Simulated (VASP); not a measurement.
Input of a VASP 6.6.1 run:

File INCAR:

```
SYSTEM = BiSb4O
PREC     = Accurate       ! precision mode
ENCUT    = 520            ! plane-wave cutoff, eV
EDIFF    = 1E-6           ! SCF threshold, eV
ISMEAR   = 0              ! smearing method
SIGMA    = 0.1            ! smearing width, eV
LREAL    = .False.        ! projectors in reciprocal space
LASPH    = .True.         ! aspherical terms in the spheres
NELM     = 100            ! most SCF steps
ALGO     = Normal         ! electronic algorithm
ISIF     = 2              ! what is computed and relaxed
LWAVE    = .False.        ! write WAVECAR
LCHARG   = .True.         ! write CHGCAR
GGA      = PE             ! functional
LELF     = .True.         ! ELF
LVHAR    = .True.       
NBANDS   = 30             ! bands
```

The input KPOINTS:

```
Automatic mesh
0
Gamma
  6 6 2
  0 0 0
```

Contents of POSCAR:

```
BiSb4O
1.0
    4.2765309000      0.0000000000      0.0000000000
   -2.1382654500      3.7035844000      0.0000000000
    0.0000000000      0.0000000000      8.6508416900
Sb Bi O
4 1 1
Direct
    0.3333333300      0.6666666700      0.7665540000
    0.3333333300      0.6666666700      0.2334460000
    0.6666666700      0.3333333300      0.7665540000
    0.6666666700      0.3333333300      0.2334460000
    0.0000000000      0.0000000000      0.0000000000
    0.0000000000      0.0000000000      0.5000000000
```

Potentials or basis: VASP PAW PBE potentials, release 64 (Sb, Bi_d, O).

Command:

```sh
$ cat potpaw_PBE.64/Sb/POTCAR potpaw_PBE.64/Bi_d/POTCAR potpaw_PBE.64/O/POTCAR > POTCAR
$ mpirun -np 1 vasp_std > vasp.out
```

(1) Predict the largest force.

(2) Predict the band gap on the k mesh.

(3) Estimate the pressure.

Answers

(1) 1.486 eV/Å.

(2) zero (an odd number of electrons rules out a gap without spin polarisation).

(3) 35.5 GPa.

Caveat: the k points lie up to 0.36 Å⁻¹ apart, too coarse for converged energies and pressures of a metal; spin-orbit coupling is left out, which moves the levels of the heavy elements; an odd number of electrons without spin polarisation forces a metal; a magnetic or distorted state may lie lower.
